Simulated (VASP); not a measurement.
Tl2GeSe4: single point with PBEsol

The system is Tl2GeSe4.

```
CELL_PARAMETERS angstrom
4.13944 -5.62078 -0.00025
4.13904 5.62163 -0.00055
0.00034 0.00015 3.97370
ATOMIC_POSITIONS crystal
Tl 0.49765 0.00135 0.50484
Tl 0.99763 0.50137 0.50483
Ge 0.99770 0.00143 0.00488
Se 0.77873 0.78246 0.50493
Se 0.21668 0.22040 0.50494
Se 0.75762 0.24140 0.00487
Se 0.23765 0.76139 0.00488
```

```yaml
Program: VASP 6.6.1
Task: single point
Functional: PBEsol
Potentials_or_basis: VASP PAW PBE potentials, release 64 (Tl_d, Ge_d, Se)
Cutoff: 520 eV
k_mesh: 4 × 4 × 4
Occupations: fermi-dirac, width 0.05 eV
Spin: no spin polarisation
Dipole_correction: no
Further_INCAR_settings: ALGO = Normal; EDIFF = 1e-06; NBANDS = 41
```

The pressure is 0.0 GPa and the largest force is 0.006 eV/Å. The band gap on the k mesh is zero (bands 32 and 33 overlap by 1.12 eV).

Forces in eV/Å, atoms in the order of the input:
```
Tl   0.000  0.000  0.000
Tl   0.000  0.000  0.000
Ge   0.000  0.000  0.001
Se  -0.006  0.000  0.000
Se   0.006  0.000  0.000
Se   0.000  0.004  0.000
Se   0.000 -0.004  0.000
```

Levels at points of the mesh, in eV from the Fermi level:
| k point | band 28 | band 29 | band 30 | band 31 | band 32 | band 33 | band 34 | band 35 | band 36 | band 37 |
| --- | --- | --- | --- | --- | --- | --- | --- | --- | --- | --- |
| (0.00, 0.00, 0.00) | -1.36 | -1.23 | -1.15 | -0.85 | -0.78 | -0.68 | 1.88 | 2.05 | 2.60 | 3.50 |
| (0.50, 0.00, 0.00) | -1.39 | -1.22 | -1.15 | -1.09 | -0.59 | 0.23 | 0.54 | 1.89 | 3.54 | 3.65 |
| (0.00, 0.50, 0.00) | -1.39 | -1.22 | -1.15 | -1.09 | -0.59 | 0.23 | 0.54 | 1.89 | 3.54 | 3.65 |
| (0.50, 0.50, 0.00) | -2.27 | -1.91 | -1.36 | -0.71 | -0.17 | 0.67 | 1.46 | 3.11 | 3.18 | 3.98 |
| (0.00, 0.00, 0.50) | -3.25 | -2.20 | -1.15 | -0.96 | 0.34 | 0.96 | 1.50 | 2.86 | 3.78 | 4.05 |
| (0.50, 0.00, 0.50) | -2.56 | -2.42 | -1.43 | -1.30 | -1.12 | -0.26 | 0.01 | 2.96 | 4.52 | 4.57 |
| (0.00, 0.50, 0.50) | -2.56 | -2.42 | -1.43 | -1.30 | -1.12 | -0.26 | 0.01 | 2.96 | 4.52 | 4.57 |
| (0.50, 0.50, 0.50) | -3.05 | -1.15 | -1.06 | -0.86 | -0.75 | -0.58 | 1.68 | 1.99 | 2.64 | 3.38 |

Run time: 3.6 min on 1 thread of AMD EPYC 7R13 Processor (Zen 3), on a shared host, peak memory 0.4 GiB.

Caveat: the k points lie up to 0.40 Å⁻¹ apart, too coarse for converged energies and pressures of a metal; the PAW data sets were made with another functional, which shifts forces and pressure a little; spin-orbit coupling is left out, which moves the levels of the heavy elements.
